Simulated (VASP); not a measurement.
**ZrC: electric field gradients with PBE**

ZrC:

```
Zr C
1.0
     0.00000    2.30223    2.30223
     2.30223    0.00000    2.30223
     2.30223    2.30223    0.00000
Zr C
1 1
Direct
  0.50000 0.50000 0.50000
  0.00000 0.00000 0.00000
```

This cell differs from its parent crystal: volume scaled by 0.94.

| Property | Result |
| --- | --- |
| Program | VASP 6.6.1 |
| Task | electric field gradients |
| Functional | PBE |
| Potentials or basis | VASP PAW PBE potentials, release 64 (Zr_sv, C) |
| Cutoff | 520 eV |
| k mesh | 15 × 15 × 15 |
| Occupations | fermi-dirac, width 0.05 eV |
| Spin | no spin polarisation |
| Dipole correction | no |
| Further INCAR settings | ALGO = Normal; EDIFF = 1e-08; NBANDS = 15 |

```yaml
Pressure: 17.4 GPa
Band_gap_on_the_k_mesh: zero (band 8 reaches 11.29 eV, above the bottom of band 9 at 9.97 eV)
```

Levels at points of the mesh, in eV from the Fermi level:
| k point | band 6 | band 7 | band 8 | band 9 | band 10 | band 11 |
| --- | --- | --- | --- | --- | --- | --- |
| (0.00, 0.00, 0.00) | 0.95 | 0.95 | 0.95 | 1.11 | 1.11 | 1.11 |

It took 13 s on 1 thread of Intel(R) Xeon(R) 6975P-C (Granite Rapids), with other jobs on the host, peak memory 0.16 GiB.

Caveat: without QUAD_EFG the Cq values of the log hold for a quadrupole moment of 1 mb, not for the nuclei.
